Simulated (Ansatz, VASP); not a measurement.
# One calculation of Al2O3, two programs

INCAR

```
SYSTEM = Al2O3
ALGO = Normal
EDIFF = 1E-6
EDIFFG = -0.002
ENCUT = 600
IBRION = 2
ISIF = 3
ISMEAR = 0
LASPH = .TRUE.
LCHARG = .FALSE.
LREAL = .FALSE.
LWAVE = .FALSE.
NELM = 80
NSW = 80
PREC = Accurate
SIGMA = 0.01
```

File KPOINTS:

```
k-points
0
G
  5 5 5
  0 0 0
```

The input POSCAR:

```
Al2O3
1.0
    2.3802500000      1.3742379782      4.3318666667
   -2.3802500000      1.3742379782      4.3318666667
    0.0000000000     -2.7484759565      4.3318666667
Al O
4 6
Direct
    0.3521600000      0.3521600000      0.3521600000
    0.1478400000      0.1478400000      0.1478400000
    0.6478400000      0.6478400000      0.6478400000
    0.8521600000      0.8521600000      0.8521600000
    0.5566800000      0.9433200000      0.2500000000
    0.2500000000      0.5566800000      0.9433200000
    0.9433200000      0.2500000000      0.5566800000
    0.4433200000      0.0566800000      0.7500000000
    0.7500000000      0.4433200000      0.0566800000
    0.0566800000      0.7500000000      0.4433200000
```

Input for Ansatz:

```yaml
crystal:
  lattice:
    - [2.38025, 1.3742379782, 4.3318666667]
    - [-2.38025, 1.3742379782, 4.3318666667]
    - [0.0, -2.7484759565, 4.3318666667]
  atoms:
    - { symbol: Al, position: [0.35216, 0.35216, 0.35216] }
    - { symbol: Al, position: [0.14784, 0.14784, 0.14784] }
    - { symbol: Al, position: [0.64784, 0.64784, 0.64784] }
    - { symbol: Al, position: [0.85216, 0.85216, 0.85216] }
    - { symbol: O, position: [0.55668, 0.94332, 0.25] }
    - { symbol: O, position: [0.25, 0.55668, 0.94332] }
    - { symbol: O, position: [0.94332, 0.25, 0.55668] }
    - { symbol: O, position: [0.44332, 0.05668, 0.75] }
    - { symbol: O, position: [0.75, 0.44332, 0.05668] }
    - { symbol: O, position: [0.05668, 0.75, 0.44332] }
scf:
  occupations: { method: fixed }
output:
  forces: true
  stress: true
  eigenvalues: true
hamiltonian:
  xc: lda
kpoints:
  mp_grid: { grid: [5, 5, 5] }
relax:
  f_tol: 0.002
  cell: { stress_tol: 0.03 }
```

Alike in both runs: task relaxation of cell and atoms; functional LDA; k mesh 5 × 5 × 5; no spin polarisation.

|  | VASP | Ansatz |
| --- | --- | --- |
| version | VASP 6.6.1 | Ansatz 0.2.0 |
| potentials or method | VASP PAW LDA potentials, release 64 (Al, O) | scalar-relativistic, plane waves, PAW |
| plane-wave cutoff (eV) | 600 | 420 |
| occupations | gaussian, width 0.01 eV | fixed |
| valence electrons in the cell | 48 | 48 |

VASP gave:

* gap on the k mesh at the Fermi level, each at its own relaxed structure (eV): 6.42
* relaxed volume (Å³/atom): 8.34
* relaxed length of the cell vector where the two differ most in proportion (Å): 5.093

Estimate Ansatz's values.

gap on the k mesh at the Fermi level, each at its own relaxed structure (eV): 6.43; relaxed volume (Å³/atom): 8.32; relaxed length of the cell vector where the two differ most in proportion (Å): 5.091.

LDA's correlation is that of Perdew and Zunger in VASP and of Perdew and Wang (1992) in Ansatz.
